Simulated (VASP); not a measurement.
A run of VASP 6.6.1 is set up as follows.

INCAR

```
SYSTEM = Mg
PREC = Accurate
ENCUT = 520
EDIFF = 1E-7
ISMEAR = -1
SIGMA = 0.1
LREAL = .False.
LASPH = .True.
NELM = 100
ALGO = Normal
ISIF = 2
LWAVE = .False.
LCHARG = .False.
GGA = RP
NBANDS = 9
```

KPOINTS

```
Automatic mesh
0
Gamma
  18 18 10
  0 0 0
```

POSCAR

```
Mg
1.0
    3.2301304156      0.0000000000      0.0000000000
   -1.6150652078      2.7973749975      0.0000000000
    0.0000000000      0.0000000000      5.2445069043
Mg
2
Direct
    0.3333333333      0.6666666667      0.2500000000
    0.6666666667      0.3333333333      0.7500000000
```

Potentials or basis: VASP PAW PBE potentials, release 64 (Mg).

Launch:

```console
$ cat potpaw_PBE.64/Mg/POTCAR > POTCAR
$ mpirun -np 1 vasp_std > vasp.out
```

Problem. Predict the pressure.

Solution. -0.1 GPa.

Problem. What does it give for the band gap on the k mesh?

Solution. Zero (bands 2 and 3 overlap by 2.19 eV).

Stress tensor (GPa, compression positive):
```
-0.12  0.00  0.00
 0.00 -0.12  0.00
 0.00  0.00 -0.19
```

Caveat: the PAW data sets were made with another functional, which shifts forces and pressure a little.
